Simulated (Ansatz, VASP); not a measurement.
Two plane-wave programs on Cu3N

```
Cu N
1.0
     3.85972    0.00000    0.00000
     0.00000    3.85972    0.00000
     0.00000    0.00000    3.85972
Cu N
3 1
Direct
  0.50000 0.00000 0.00000
  0.00000 0.50000 0.00000
  0.00000 0.00000 0.50000
  0.00000 0.00000 0.00000
```

Alike in both runs: functional r2SCAN; k mesh 9 × 9 × 9; occupations fermi-dirac, width 0.1 eV; no spin polarisation.

Ansatz relaxed the structure, and its values are those at the end. VASP's run is a single point on that final structure, the one shown.

```csv
,VASP,Ansatz
version,VASP 6.6.1,Ansatz 0.2.0
potentials or method,"VASP PAW PBE potentials, release 64 (Cu, N), cutoff 660 eV",PAW plane waves
valence electrons in the cell,38,62
```

Ansatz gave:

```
pressure (GPa) : -6.5
```

**Question.** What did VASP give for the same quantities?

**Answer.** Pressure (GPa): -5.8.

VASP's potentials were made for PBE, not for r2SCAN. With one functional, cell and mesh, what is left measures potentials, basis and numerics. VASP's potentials hold 38 valence electrons a cell and Ansatz's 62, so a difference there can come from the potentials and not from the codes. Ansatz's warnings: stress scf threshold loose.
